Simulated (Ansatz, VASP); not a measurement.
**WSe3 in VASP and in Ansatz**

```
CELL_PARAMETERS angstrom
5.30497 0.00000 0.00000
-2.65248 4.59424 0.00000
0.00000 0.00000 9.45063
ATOMIC_POSITIONS crystal
W 0.33333 0.66667 0.25000
W 0.66667 0.33333 0.75000
Se 0.00000 0.00000 0.25000
Se 0.00000 0.00000 0.75000
Se 0.33333 0.66667 0.58022
Se 0.66667 0.33333 0.08022
Se 0.66667 0.33333 0.41978
Se 0.33333 0.66667 0.91978
```

Change from the starting cell: species swapped into the Na3P type (P6_3/mmc, No. 194).

Alike in both runs: task single point; functional PBE; k mesh 6 × 6 × 2; occupations gaussian, width 0.1 eV; no spin polarisation.

```csv
,VASP,Ansatz
version,VASP 6.6.1,Ansatz 0.2.0
potentials or method,"VASP PAW PBE potentials, release 64 (W_sv, Se), cutoff 520 eV","scalar-relativistic, plane waves, PAW"
valence electrons in the cell,64,124
```

```tsv
	VASP	Ansatz	Ansatz less VASP
gap on the k mesh at the Fermi level (eV)	none	none	-
pressure (GPa)	-18.5	-18.5	-0.01
traceless stress, the component that is largest in VASP (GPa)	1.80	1.80	+0.002
rms of the force components (eV/Å)	0.041	0.041	+0.0005
```

Atom by atom the forces differ by 0.001 eV/Å (rms over components). A gap of «none» marks a metal or a gap that the smearing closes. VASP's potentials hold 64 valence electrons a cell and Ansatz's 124, so a difference there can come from the potentials and not from the codes.

Spin-orbit coupling is off throughout.
